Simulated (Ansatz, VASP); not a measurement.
**Rh in VASP and in Ansatz**

Contents of INCAR:

```
SYSTEM = Rh
ALGO = Fast ; EDIFF = 1E-6
ENCUT = 520 ; GGA = PE
ISIF = 2 ; ISMEAR = 0
LASPH = .TRUE. ; LCHARG = .TRUE.
LELF = .TRUE. ; LREAL = .FALSE.
LVHAR = .TRUE. ; LWAVE = .FALSE.
NBANDS = 14 ; NELM = 100
PREC = Accurate ; SIGMA = 0.15
```

Contents of KPOINTS:

```
k-points
0
G
  22 22 22
  0 0 0
```

POSCAR

```
Rh
1.0
    0.0000000000      1.8759669087      1.8759669087
    1.8759669087      0.0000000000      1.8759669087
    1.8759669087      1.8759669087      0.0000000000
Rh
1
Direct
    0.0000000000      0.0000000000      0.0000000000
```

Input for Ansatz:

```yaml
crystal:
  lattice:
    - [0.0, 1.8759669087, 1.8759669087]
    - [1.8759669087, 0.0, 1.8759669087]
    - [1.8759669087, 1.8759669087, 0.0]
  atoms:
    - { symbol: Rh, position: [0.0, 0.0, 0.0] }
basis:
  ecutwfc: 420
kpoints:
  mp_grid: { grid: [22, 22, 22] }
hamiltonian:
  xc: pbe
  pseudopotentials: { kind: paw, azcp: { folder: soft_1 } }
scf:
  occupations: { method: gaussian, width: 0.15 }
  lower_state_search: "off"
output:
  forces: true
  stress: true
  eigenvalues: true
```

Alike in both runs: task single point; functional PBE; k mesh 22 × 22 × 22; occupations gaussian, width 0.15 eV; no spin polarisation.

|  | VASP | Ansatz |
| --- | --- | --- |
| version | VASP 6.6.1 | Ansatz 0.2.0 |
| potentials or method | VASP PAW PBE potentials, release 64 (Rh_pv), cutoff 520 eV | scalar-relativistic, plane waves, PAW |
| valence electrons in the cell | 15 | 17 |

Ansatz gave:

| Quantity | Value |
| --- | --- |
| gap on the k mesh at the Fermi level (eV) | none |
| pressure (GPa) | 18.8 |

Task: Estimate VASP's values.

Result: gap on the k mesh at the Fermi level (eV): none; pressure (GPa): 18.7.

A gap of «none» marks a metal or a gap that the smearing closes. VASP's potentials hold 15 valence electrons a cell and Ansatz's 17, so a difference there can come from the potentials and not from the codes.
